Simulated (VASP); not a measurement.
# SiO2 (I-42d) in VASP: a series of runs, part 2 of 2

VASP 6.6.1.

### Step 3. Single point, LDA

The input, INCAR:

```
PREC     = Accurate       # precision mode
ENCUT    = 520            # plane-wave cutoff, eV
EDIFF    = 1E-6           # SCF threshold, eV
ISMEAR   = 0              # smearing method
SIGMA    = 0.1            # smearing width, eV
LREAL    = F              # projectors in reciprocal space
LASPH    = T              # aspherical terms in the spheres
NELM     = 100            # most SCF steps
ALGO     = Normal         # electronic algorithm
ISIF     = 2              # what is computed and relaxed
LWAVE    = F              # write WAVECAR
LCHARG   = F              # write CHGCAR
NBANDS   = 25             # bands
```

The input, KPOINTS:

```
Automatic mesh
0
Gamma
  6 6 6
```

The input, POSCAR:

```
SiO2
1.0
   -2.3740500000      2.3740500000      3.7440000000
    2.3740500000     -2.3740500000      3.7440000000
    2.3740500000      2.3740500000     -3.7440000000
Si O
2 4
Direct
    0.0000000000      0.0000000000      0.0000000000
    0.7500000000      0.2500000000      0.5000000000
    0.9983800000      0.6250000000      0.8733800000
    0.3750000000      0.2483800000      0.3733800000
    0.7516200000      0.1250000000      0.1266200000
    0.8750000000      0.0016200000      0.6266200000
```

Potentials or basis: VASP PAW LDA potentials, release 64 (Si, O).

Run with:

```
> cat potpaw_LDA.64/Si/POTCAR potpaw_LDA.64/O/POTCAR > POTCAR
> mpirun -np 1 vasp_std > vasp.out
```

OUTCAR:

```text
PREC = Accurate
   ENCUT = 520
   EDIFF = 1E-6
   ISMEAR = 0
   LREAL = F
   LASPH = T
   NELM = 100
   ISIF = 2

 ion  position               nearest neighbor table
   1  0.000  0.000  0.000-   3 1.62   4 1.62   5 1.62   6 1.62   2 3.02   2 3.02   2 3.02   2 3.02

   2  0.750  0.250  0.500-   3 1.62   4 1.62   5 1.62   6 1.62   1 3.02   1 3.02   1 3.02   1 3.02

   3  0.998  0.625  0.873-   1 1.62   2 1.62
   4  0.375  0.248  0.373-   1 1.62   2 1.62
   5  0.752  0.125  0.127-   1 1.62   2 1.62
   6  0.875  0.002  0.627-   1 1.62   2 1.62

  LATTYP: Found a body centered tetragonal cell.
 ALAT       =     4.7481000000
 C/A-ratio  =     1.5770518734

  Lattice vectors:

 A1 = (  -2.3740500000,   2.3740500000,   3.7440000000)
 A2 = (   2.3740500000,  -2.3740500000,   3.7440000000)
 A3 = (   2.3740500000,   2.3740500000,  -3.7440000000)

Analysis of symmetry for initial positions (statically):
=====================================================================
 Subroutine PRICEL returns:
 Original cell was already a primitive cell.

 Routine SETGRP: Setting up the symmetry group for a
 body centered tetragonal supercell.

 Subroutine GETGRP returns: Found  8 space group operations
 (whereof  4 operations were pure point group operations)
 out of a pool of 16 trial point group operations.

The static configuration has the point symmetry S_4 .
 The point group associated with its full space group is D_2d.

Analysis of symmetry for dynamics (positions and initial velocities):
=====================================================================
 Subroutine PRICEL returns:
 Original cell was already a primitive cell.

 Routine SETGRP: Setting up the symmetry group for a
 body centered tetragonal supercell.
[... 131 lines left out ...]
   IALGO  =     38    algorithm
   IMIX   =      4    mixing-type and parameters
     AMIX     =   0.40;   BMIX     =  1.00
     AMIX_MAG =   1.60;   BMIX_MAG =  1.00
  volume/ion in A,a.u.               =      14.07        94.93
  Fermi-wavevector in a.u.,A,eV,Ry     =   1.184858  2.239057 19.101062  1.403888
  Thomas-Fermi vector in A             =   2.321064
   LORBIT       =      0    0 simple, 1 ext, 2 COOP (PROOUT), +10 PAW based schemes
   GGA     = CA    functional components
   LHFCALC =     F    Hartree Fock is set to
   AEXX    =    0.0000 exact exchange contribution
   IVDW    =     0    specifies the selected vdW correction
   LEPSILON=     F    determine dielectric tensor
   LRPA    =     F    only Hartree local field effects (RPA)
 non-spin polarized calculation
 Gauss-broadening in eV      SIGMA  =   0.10
  energy-cutoff  :      520.00
  volume of cell :       84.41
 maximum number of plane-waves:      2317
 NGX is ok and might be reduce to    40
   NGX = 19   NGY = 19   NGZ = 19

 number of electron      32.0000013 magnetization

 Free energy of the ion-electron system (eV)
  ---------------------------------------------------
  ext. energy  EPLUGINS =         0.00000000
  ---------------------------------------------------
  free energy    TOTEN  =       -51.82313010 eV

  energy without entropy =      -51.82313010  energy(sigma->0) =      -51.82313010

 E-fermi :   0.0690     XC(G=0):  -9.1268

 val. band max:       -0.3764647668   @ k =   0.0000   0.0000   0.0000
 cond. band min:       5.4405507158   @ k =   0.0000   0.0000   0.0000
 fundamental gap:      5.8170154826
 Fermi energy:         0.0690162945

 k-point     1 :       0.0000    0.0000    0.0000
  band No.  band energies     occupation
      1     -19.2365      2.00000
      2     -17.0455      2.00000
      3     -17.0237      2.00000
      4     -17.0237      2.00000
      5      -9.2171      2.00000
      6      -5.6938      2.00000
[... 661 lines left out ...]
     24      12.9045      0.00000
     25      13.4353      0.00000

 [... further k-points ...]

------------------------ aborting loop because EDIFF is reached ----------------------------------------

  FORCE on cell =-STRESS in cart. coord.  units (eV):
  Direction    XX          YY          ZZ          XY          YZ          ZX
  --------------------------------------------------------------------------------------
  -------------------------------------------------------------------------------------
  Total       -0.9013360     -0.9013360     -1.9098999      0.0000000     -0.0000000      0.0000000
  in kB      -17.1088865    -17.1088865    -36.2531411      0.0000000     -0.0000000      0.0000000
  external PRESSURE =     -23.4903047 kB  Pullay stress =       0.0000000 kB

 VOLUME and BASIS-vectors are now :
 -----------------------------------------------------------------------------
  energy-cutoff  :      520.00
  volume of cell :       84.41
      direct lattice vectors                 reciprocal lattice vectors
    -2.374050000  2.374050000  3.744000000     0.000000000  0.210610560  0.133547009
     2.374050000 -2.374050000  3.744000000     0.210610560  0.000000000  0.133547009
     2.374050000  2.374050000 -3.744000000     0.210610560  0.210610560  0.000000000

 POSITION                                       TOTAL-FORCE (eV/Angst)
 -----------------------------------------------------------------------------------
      0.00000      0.00000      0.00000         0.000000      0.000000     -0.000000
      0.00000      2.37405      1.87200        -0.000000      0.000000     -0.000000
      1.18702      2.95987      2.80800         0.000000     -0.252393      0.000000
      0.58582      1.18702      0.93600        -0.252393      0.000000      0.000000
     -1.18702      1.78823      2.80800        -0.000000      0.252393     -0.000000
     -0.58582      3.56107      0.93600         0.252393     -0.000000     -0.000000
 -----------------------------------------------------------------------------------
    total drift:                                0.000002      0.000002      0.000003

  FREE ENERGIE OF THE ION-ELECTRON SYSTEM (eV)
  ---------------------------------------------------
  free  energy   TOTEN  =       -51.8231301045 eV

  energy  without entropy=      -51.8231301045  energy(sigma->0) =      -51.82313010
```

OSZICAR:

```text
N       E                     dE             d eps       ncg     rms          rms(c)
DAV:   1     0.162090796889E+03    0.16209E+03   -0.16107E+04  1500   0.114E+03
DAV:   2    -0.473232713708E+02   -0.20941E+03   -0.20078E+03  2021   0.271E+02
DAV:   3    -0.582516716904E+02   -0.10928E+02   -0.10885E+02  2013   0.632E+01
DAV:   4    -0.583576743334E+02   -0.10600E+00   -0.10596E+00  1824   0.710E+00
DAV:   5    -0.583590025939E+02   -0.13283E-02   -0.13279E-02  2021   0.783E-01    0.207E+01
DAV:   6    -0.519858487253E+02    0.63732E+01   -0.20217E+01  1831   0.283E+01    0.107E+01
DAV:   7    -0.518948500058E+02    0.90999E-01   -0.67931E-01  1882   0.454E+00    0.364E+00
DAV:   8    -0.518333657748E+02    0.61484E-01   -0.41113E-02  1954   0.162E+00    0.137E+00
DAV:   9    -0.518226757909E+02    0.10690E-01   -0.13462E-02  1989   0.892E-01    0.214E-01
DAV:  10    -0.518231358200E+02   -0.46003E-03   -0.10275E-03  1827   0.198E-01    0.770E-02
DAV:  11    -0.518231312840E+02    0.45360E-05   -0.25822E-04  1934   0.111E-01    0.142E-02
DAV:  12    -0.518231297322E+02    0.15517E-05   -0.10797E-05  1901   0.221E-02    0.483E-03
DAV:  13    -0.518231301045E+02   -0.37222E-06   -0.20130E-06  1631   0.901E-03
   1 F= -.51823130E+02 E0= -.51823130E+02  d E =-.158536E-11
```

stdout:

```text
POSCAR found type information on POSCAR SiO
 POSCAR found :  2 types and       6 ions
 scaLAPACK will be used
 LDA part: xc-table for (Slater(with rela. corr.)+CA(PZ))
 , standard interpolation
 POSCAR, INCAR and KPOINTS ok, starting setup
 FFT: planning ... GRIDC
 FFT: planning ... GRID_SOFT
 FFT: planning ... GRID
 WAVECAR not read
 entering main loop
```

Wall time 52 s (1 thread of Intel Xeon Platinum 8488C (Sapphire Rapids), shared host); peak memory 0.18 GiB.

Results:

- Free energy: -51.8231 eV
- Pressure: -2.3 GPa
- Largest force: 0.252 eV/Å
- Band gap on the k mesh: 5.82 eV, direct

Forces in eV/Å, atoms in the order of the input:
```
Si   0.000  0.000  0.000
Si   0.000  0.000  0.000
O    0.000 -0.252  0.000
O   -0.252  0.000  0.000
O    0.000  0.252  0.000
O    0.252  0.000  0.000
```

A k mesh can miss the band edges. Expect the measured gap to be larger: semilocal functionals such as LDA lack the derivative discontinuity.
